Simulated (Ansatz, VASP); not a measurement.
## AlIn2B2As: VASP beside Ansatz

```
CELL_PARAMETERS angstrom
4.21355 -3.73274 0.03203
4.21355 3.73274 0.03203
-1.91588 0.00000 3.76476
ATOMIC_POSITIONS crystal
Al 0.95185 0.95185 0.71846
In 0.41144 0.89033 0.40882
In 0.89033 0.41144 0.40882
B 0.76756 0.76756 0.17783
B 0.98429 0.98429 0.23823
As 0.51445 0.51445 0.75229
```

Alike in both runs: functional PBE; k mesh 6 × 6 × 8; occupations gaussian, width 0.1 eV; no spin polarisation.

Ansatz relaxed the structure, and its values are those at the end. VASP's run is a single point on that final structure, the one shown.

```csv
,VASP,Ansatz
version,VASP 6.6.1,Ansatz 0.2.0
potentials or method,"VASP PAW PBE potentials, release 64 (Al, In_d, B, As), cutoff 520 eV","scalar-relativistic, plane waves, PAW"
valence electrons in the cell,40,50
```

|  | VASP | Ansatz | Ansatz less VASP |
| --- | --- | --- | --- |
| gap on the k mesh at the Fermi level (eV) | none | none | - |
| pressure (GPa) | 0.0 | 0.0 | -0.03 |
| rms of the force components (eV/Å) | 0.013 | 0.002 | -0.0107 |

A gap of «none» marks a metal or a gap that the smearing closes. VASP's potentials hold 40 valence electrons a cell and Ansatz's 50, so a difference there can come from the potentials and not from the codes.
